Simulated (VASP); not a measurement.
Input of a VASP 6.6.1 run:

Contents of INCAR:

```
SYSTEM = BN
PREC     = Accurate       ! precision mode
ENCUT    = 520            ! plane-wave cutoff, eV
EDIFF    = 1E-6           ! SCF threshold, eV
ISMEAR   = -1             ! smearing method
SIGMA    = 0.05           ! smearing width, eV
LREAL    = .False.        ! projectors in reciprocal space
LASPH    = .True.         ! aspherical terms in the spheres
NELM     = 100            ! most SCF steps
ALGO     = Normal         ! electronic algorithm
ISIF     = 2              ! what is computed and relaxed
LWAVE    = .False.        ! write WAVECAR
LCHARG   = .False.        ! write CHGCAR
GGA      = PE             ! functional
NBANDS   = 11             ! bands
```

The input KPOINTS:

```
regular mesh
0
Gamma
  15 15 15
  0 0 0
```

File POSCAR:

```
BN
1.0
    2.1664999241      0.0000000000      0.0000000000
    0.0000000000      2.1664999241      0.0000000000
    0.0000000000      0.0000000000      2.1664999241
B N
1 1
Direct
    0.0000000000      0.0000000000      0.0000000000
    0.5000000000      0.5000000000      0.5000000000
```

Potentials or basis: VASP PAW PBE potentials, release 64 (B, N).

The run is started by

```bash
$ cat potpaw_PBE.64/B/POTCAR potpaw_PBE.64/N/POTCAR > POTCAR
$ mpirun -np 1 vasp_std > vasp.out
```

(1) Estimate the band gap on the k mesh.

(2) Estimate the pressure.

## Answers

(1) zero (band 4 reaches 13.04 eV, above the bottom of band 5 at 9.62 eV).

(2) 75.7 GPa.
